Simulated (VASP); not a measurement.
# RbFe3: single point with PBE

The system is RbFe3.

```
CELL_PARAMETERS angstrom
7.89978 0.00000 0.00000
-3.94989 6.84141 0.00000
0.00000 0.00000 3.99182
ATOMIC_POSITIONS crystal
Rb 0.33333 0.66667 0.25000
Rb 0.66667 0.33333 0.75000
Fe 0.89969 0.79938 0.25000
Fe 0.10031 0.89969 0.75000
Fe 0.20062 0.10031 0.25000
Fe 0.10031 0.20062 0.75000
Fe 0.89969 0.10031 0.25000
Fe 0.79938 0.89969 0.75000
```

```json
{
 "Program": "VASP 6.6.1",
 "Task": "single point",
 "Functional": "PBE",
 "Potentials or basis": "VASP PAW PBE potentials, release 64 (Rb_sv, Fe)",
 "Cutoff": "520 eV",
 "k mesh": "3 × 3 × 4",
 "Occupations": "gaussian, width 0.1 eV",
 "Spin": "collinear spin, ferromagnetic start",
 "Starting moments": "[0.0, 0.0, 3.2, 3.2, 3.2, 3.2, 3.2, 3.2] μB",
 "Dipole correction": "no",
 "Further INCAR settings": "ALGO = Fast; EDIFF = 1e-06; NBANDS = 47"
}
```

| Property | Result |
| --- | --- |
| Pressure | 0.0 GPa |
| Largest force | 0.007 eV/Å |
| Net moment | 15.19 μB per cell |
| Site moments | Rb -0.00; Fe +2.46 μB |
| Valence electrons inside the program's atomic spheres | Rb 7.31; Fe 7.14 |

Forces in eV/Å, atoms in the order of the input:
```
Rb   0.000  0.000  0.000
Rb   0.000  0.000  0.000
Fe   0.000  0.007  0.000
Fe  -0.006  0.003  0.000
Fe  -0.006 -0.003  0.000
Fe   0.000 -0.007  0.000
Fe   0.006 -0.003  0.000
Fe   0.006  0.003  0.000
```

Levels at points of the mesh, in eV from the Fermi level:
Spin up:
```tsv
k point	band 37	band 38	band 39	band 40	band 41	band 42	band 43	band 44
(0.00, 0.00, 0.00)	-1.10	-1.01	-1.01	-0.59	-0.18	0.30	0.75	0.75
(0.00, 0.00, 0.50)	-0.66	-0.66	-0.66	-0.66	0.89	0.89	0.89	0.89
```
Spin down:
```tsv
k point	band 22	band 23	band 24	band 25	band 26	band 27	band 28	band 29
(0.00, 0.00, 0.00)	-0.22	-0.22	-0.14	-0.14	-0.14	-0.14	0.79	0.79
(0.00, 0.00, 0.50)	-0.77	-0.12	-0.12	-0.12	-0.12	0.38	0.38	1.09
```

Wall time 9.2 min on 1 thread of Intel(R) Xeon(R) Platinum 8259CL CPU @ 2.50GHz (Skylake/Cascade Lake) (shared host), peak memory 0.46 GiB.

Caveat: the k points lie up to 0.39 Å⁻¹ apart.
